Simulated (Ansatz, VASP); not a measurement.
## Two plane-wave programs on Cu

```
Cu
1.0
     2.47074    0.00000    0.00000
    -1.23537    2.13973    0.00000
     0.00000    0.00000    4.31820
Cu
2
Direct
  0.33333 0.66667 0.25000
  0.66667 0.33333 0.75000
```

Change from the starting cell: strain -0.025 along x and y, +0.050 along z, atoms carried along.

Alike in both runs: task single point; functional PBEsol; k mesh 24 × 24 × 12; occupations gaussian, width 0.15 eV; no spin polarisation.

```csv
,VASP,Ansatz
version,VASP 6.6.1,Ansatz 0.2.0
potentials or method,"VASP PAW PBE potentials, release 64 (Cu), cutoff 520 eV","scalar-relativistic, plane waves, PAW"
valence electrons in the cell,22,38
```

```tsv
	VASP	Ansatz	Ansatz less VASP
gap on the k mesh at the Fermi level (eV)	none	none	-
pressure (GPa)	0.1	-0.4	-0.53
traceless stress, the component that is largest in VASP (GPa)	-8.38	-8.33	+0.049
```

VASP's potentials were made for PBE, not for PBEsol. A gap of «none» marks a metal or a gap that the smearing closes. VASP's potentials hold 22 valence electrons a cell and Ansatz's 38, so a difference there can come from the potentials and not from the codes.
